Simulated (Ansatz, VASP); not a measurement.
Two plane-wave programs on Pt

Contents of INCAR:

```
SYSTEM = Pt
PREC     = Accurate       ! precision mode
ENCUT    = 520            ! plane-wave cutoff, eV
EDIFF    = 1E-6           ! SCF threshold, eV
ISMEAR   = -1             ! smearing method
SIGMA    = 0.1            ! smearing width, eV
LREAL    = .FALSE.        ! projectors in reciprocal space
LASPH    = .TRUE.         ! aspherical terms in the spheres
NELM     = 80             ! most SCF steps
ALGO     = Normal         ! electronic algorithm
ISIF     = 2              ! what is computed and relaxed
LWAVE    = .FALSE.        ! write WAVECAR
LCHARG   = .FALSE.        ! write CHGCAR
GGA      = CA             ! functional
NBANDS   = 17             ! bands
```

Contents of KPOINTS:

```
Automatic mesh
0
G
  11 11 11
  0 0 0
```

POSCAR

```
Pt
1.0
    0.0000000000      2.7067953999      2.7067953999
    2.7067953999      0.0000000000      2.7067953999
    2.7067953999      2.7067953999      0.0000000000
Pt
2
Direct
    0.1250000000      0.1250000000      0.1250000000
    0.8750000000      0.8750000000      0.8750000000
```

Input for Ansatz:

```yaml
crystal:
  lattice:
    - [0.0, 2.7067953999, 2.7067953999]
    - [2.7067953999, 0.0, 2.7067953999]
    - [2.7067953999, 2.7067953999, 0.0]
  atoms:
    - { symbol: Pt, position: [0.125, 0.125, 0.125] }
    - { symbol: Pt, position: [0.875, 0.875, 0.875] }
hamiltonian:
  xc: lda
  pseudopotentials:
    kind: paw
    azcp:
      Pt: "pseudopotentials/Pt.paw.azcp"
basis:
  ecutwfc: 420
  fft_grid_basis: typed
kpoints:
  mp_grid: { grid: [11, 11, 11], shift: [0, 0, 0] }
magnetization:
  spin_polarized: false
scf:
  occupations: { method: fermi_dirac, width: 0.1 }
  lower_state_search: "off"
output:
  stress: true
```

Alike in both runs: task single point; functional LDA; k mesh 11 × 11 × 11; occupations fermi-dirac, width 0.1 eV; no spin polarisation.

```csv
,VASP,Ansatz
version,VASP 6.6.1,Ansatz 0.2.0
potentials or method,"VASP PAW LDA potentials, release 64 (Pt), cutoff 520 eV","plane waves (420 eV) with PAW, scalar-relativistic"
valence electrons in the cell,20,36
```

|  | VASP | Ansatz | Ansatz less VASP |
| --- | --- | --- | --- |
| pressure (GPa) | 25.7 | 26.1 | +0.43 |

Ansatz warns that its potentials were made for another functional, while VASP's fit it. LDA's correlation is that of Perdew and Zunger in VASP and of Perdew and Wang (1992) in Ansatz. VASP's potentials hold 20 valence electrons a cell and Ansatz's 36, so a difference there can come from the potentials and not from the codes.

Spin-orbit coupling is off throughout.
